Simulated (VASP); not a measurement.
# C (P6/mmm) in VASP: elastic constants with PBEsol

Aim: the elastic constants of C with PBEsol.

All numbers are computed with VASP 6.6.1; they aren't measurements. Logs are shortened: lines on timing, memory, paths and dates and some standing lists are left out, and cuts for length are marked.

**1. The cell of the first run**

Symmetry: P6/mmm, No. 191, hexagonal system. The conventional cell has a = 2.448 Å, b = 2.448 Å, c = 3.302 Å, α = 90.00°, β = 90.00°, γ = 120.00°. C (site symmetry -6m2) has 3 C at 1.41 Å within 1.9 Å.

**2. Elastic constants, PBEsol**

INCAR reads:

```
SYSTEM = C
ALGO = Normal
EDIFF = 1E-8
ENCUT = 600
GGA = PS
IBRION = 6
ISIF = 3
ISMEAR = -1
LASPH = .TRUE.
LCHARG = .TRUE.
LREAL = .FALSE.
LWAVE = .FALSE.
NBANDS = 11
NELM = 100
NFREE = 2
NSW = 1
POTIM = 0.015
PREC = Accurate
SIGMA = 0.15
```

KPOINTS reads:

```
k-points
0
G
  18 18 12
  0 0 0
```

POSCAR reads:

```
C
1.0
    2.4481204727      0.0000000000      0.0000000000
   -1.2240602364      2.1201345209      0.0000000000
    0.0000000000      0.0000000000      3.3016449864
C
2
Direct
    0.3333333333      0.6666666667      0.0000000000
    0.6666666667      0.3333333333      0.0000000000
```

Potentials or basis: VASP PAW PBE potentials, release 64 (C).

Started as:

```sh
cat potpaw_PBE.64/C/POTCAR > POTCAR
mpirun -np 1 vasp_std > vasp.out
```

OUTCAR:

```text
SYSTEM = C
   EDIFF = 1E-8
   ENCUT = 600
   GGA = PS
   IBRION = 6
   ISIF = 3
   ISMEAR = -1
   LASPH = .TRUE.
   LREAL = .FALSE.
   NELM = 100
   NFREE = 2
   NSW = 1
   POTIM = 0.015
   PREC = Accurate

 ion  position               nearest neighbor table
   1  0.333  0.667  0.000-   2 1.41   2 1.41   2 1.41
   2  0.667  0.333  0.000-   1 1.41   1 1.41   1 1.41

  LATTYP: Found a hexagonal cell.
 ALAT       =     2.4481204727
 C/A-ratio  =     1.3486448168

  Lattice vectors:

 A1 = (   2.4481204727,   0.0000000000,   0.0000000000)
 A2 = (  -1.2240602364,   2.1201345209,   0.0000000000)
 A3 = (   0.0000000000,   0.0000000000,   3.3016449864)

Analysis of symmetry for initial positions (statically):
=====================================================================
 Subroutine PRICEL returns:
 Original cell was already a primitive cell.

 Routine SETGRP: Setting up the symmetry group for a
 hexagonal supercell.

 Subroutine GETGRP returns: Found 24 space group operations
 (whereof 24 operations were pure point group operations)
 out of a pool of 24 trial point group operations.

The static configuration has the point symmetry D_6h.

Analysis of symmetry for dynamics (positions and initial velocities):
=====================================================================
 Subroutine PRICEL returns:
 Original cell was already a primitive cell.

 Routine SETGRP: Setting up the symmetry group for a
 hexagonal supercell.

 Subroutine GETGRP returns: Found 24 space group operations
 (whereof 24 operations were pure point group operations)
 out of a pool of 24 trial point group operations.

[... 685 lines left out ...]

------------------------ aborting loop because EDIFF is reached ----------------------------------------

  FORCE on cell =-STRESS in cart. coord.  units (eV):
  Direction    XX          YY          ZZ          XY          YZ          ZX
  --------------------------------------------------------------------------------------
  -------------------------------------------------------------------------------------
  Total        0.5949420      0.5949420      0.5008120     -0.0000000      0.0000000     -0.0000000
  in kB       55.6235443     55.6235443     46.8229478     -0.0000000      0.0000000     -0.0000000
  external PRESSURE =      52.6900121 kB  Pullay stress =       0.0000000 kB
[... 17 lines left out ...]
  FREE ENERGIE OF THE ION-ELECTRON SYSTEM (eV)
  ---------------------------------------------------
  free  energy   TOTEN  =       -19.2513639971 eV

  energy  without entropy=      -19.2464489716  energy(sigma->0) =      -19.24890648

 INTERNAL STRAIN TENSORS FROM STRAINED CELLS
 ============================================

 INTERNAL STRAIN TENSOR FOR ION    1 for displacements in x,y,z  (eV/Angst):
          X           Y           Z          XY          YZ          ZX
  --------------------------------------------------------------------------------
  x     0.00000    -0.00000    -0.00000   -13.71624    -0.00000    -0.00000
  y   -13.76453    13.82350     0.00000    -0.00044     0.00000     0.00002
  z    -0.00000    -0.00000     0.00000     0.00000     0.00132     0.00000

 INTERNAL STRAIN TENSORS FROM DISPLACED ATOMS
 ============================================

 INTERNAL STRAIN TENSOR FOR ION    1 for displacements in x,y,z  (eV/Angst):
          X           Y           Z          XY          YZ          ZX
  --------------------------------------------------------------------------------
  x     0.00000    -0.00000    -0.00000   -13.73361     0.00000     0.00000
  y   -13.73361    13.73361     0.00000    -0.00000     0.00000     0.00000
  z     0.00000     0.00000     0.00000    -0.00000     0.00000     0.00000

 INTERNAL STRAIN TENSOR FOR ION    2 for displacements in x,y,z  (eV/Angst):
          X           Y           Z          XY          YZ          ZX
  --------------------------------------------------------------------------------
  x    -0.00000     0.00000     0.00000    13.73361     0.00000     0.00000
  y    13.73361   -13.73361    -0.00000     0.00000     0.00000     0.00000
  z     0.00000     0.00000     0.00000     0.00000     0.00000    -0.00000

 Eigenvectors and eigenvalues of the dynamical matrix
 ----------------------------------------------------

   1 f  =   47.966396 THz   301.381752 2PiTHz 1599.986735 cm-1   198.372983 meV
             X         Y         Z           dx          dy          dz
     -0.000000  1.413423  0.000000    -0.411563    0.574992   -0.000000
      1.224060  0.706712  0.000000     0.411563   -0.574992    0.000000
[... 11 lines left out ...]
   4 f  =    0.000001 THz     0.000004 2PiTHz    0.000020 cm-1     0.000002 meV
             X         Y         Z           dx          dy          dz
     -0.000000  1.413423  0.000000    -0.654124    0.268555   -0.000000
      1.224060  0.706712  0.000000    -0.654124    0.268555    0.000000

   5 f/i=    0.000000 THz     0.000001 2PiTHz    0.000005 cm-1     0.000001 meV
             X         Y         Z           dx          dy          dz
     -0.000000  1.413423  0.000000    -0.000000   -0.000000   -0.707107
      1.224060  0.706712  0.000000     0.000000    0.000000   -0.707107

   6 f/i=    0.000000 THz     0.000002 2PiTHz    0.000008 cm-1     0.000001 meV
             X         Y         Z           dx          dy          dz
     -0.000000  1.413423  0.000000     0.268555    0.654124   -0.000000
      1.224060  0.706712  0.000000     0.268555    0.654124    0.000000

--------------------------------------------------------------------------------------------------------

 ELASTIC MODULI CONTR FROM IONIC RELAXATION (kBar)
 Direction    XX          YY          ZZ          XY          YZ          ZX
 --------------------------------------------------------------------------------
 XX        -311.9117    311.9117      0.0000      0.0000      0.0000     -0.0000
 YY         311.9117   -311.9117     -0.0000      0.0000      0.0000      0.0000
 ZZ           0.0000     -0.0000     -0.0000     -0.0000      0.0000      0.0000
 XY           0.0000      0.0000     -0.0000   -311.9117      0.0000     -0.0000
 YZ           0.0000      0.0000      0.0000      0.0000      0.0000      0.0000
 ZX          -0.0000      0.0000      0.0000     -0.0000      0.0000     -0.0000
 --------------------------------------------------------------------------------

 TOTAL ELASTIC MODULI (kBar)
 Direction    XX          YY          ZZ          XY          YZ          ZX
 --------------------------------------------------------------------------------
 XX       11040.0349   2139.4788    -86.1240     -0.0000      0.0000      0.0000
 YY        2139.4788  11040.0349    -86.1240     -0.0000     -0.0000      0.0000
 ZZ         -86.1240    -86.1240    603.2407      0.0000     -0.0000     -0.0000
 XY          -0.0000     -0.0000      0.0000   4450.2781      0.0000      0.0000
 YZ           0.0000      0.0000     -0.0000      0.0000    -96.4626      0.0000
 ZX           0.0000     -0.0000      0.0000      0.0000      0.0000    -96.4625
 --------------------------------------------------------------------------------
```

Wall time 9.4 min (1 thread of Intel Xeon 6975P-C (Granite Rapids), shared host); peak memory 0.51 GiB.

Results:

```
Voigt bulk modulus            : 296 GPa
Highest phonon frequency at Γ : 1600 cm⁻¹
```

Phonon frequencies in cm⁻¹ (negative: imaginary):
```csv
q point,frequencies
"(0.000, 0.000, 0.000)",0 0 0 871 1600 1600
```

Elastic tensor in Voigt notation (GPa, in the Cartesian axes of the cell as first typed):
```
1104  214   -9    0    0    0
 214 1104   -9    0    0    0
  -9   -9   60    0    0    0
   0    0    0  -10    0    0
   0    0    0    0  -10    0
   0    0    0    0    0  445
```

Clamped-ion elastic tensor (GPa):
```
1135  183   -9    0    0    0
 183 1135   -9    0    0    0
  -9   -9   60    0    0    0
   0    0    0  -10    0    0
   0    0    0    0  -10    0
   0    0    0    0    0  476
```

Caveat: the cell is under stress, which shifts elastic constants; the elastic tensor has a negative eigenvalue, so either the cell is unstable as it stands or the mesh is too thin; the PAW data sets were made with another functional, which shifts forces and pressure a little; this functional lacks dispersion, which binds the layers, so the pressure and a relaxed spacing across them are unreliable.
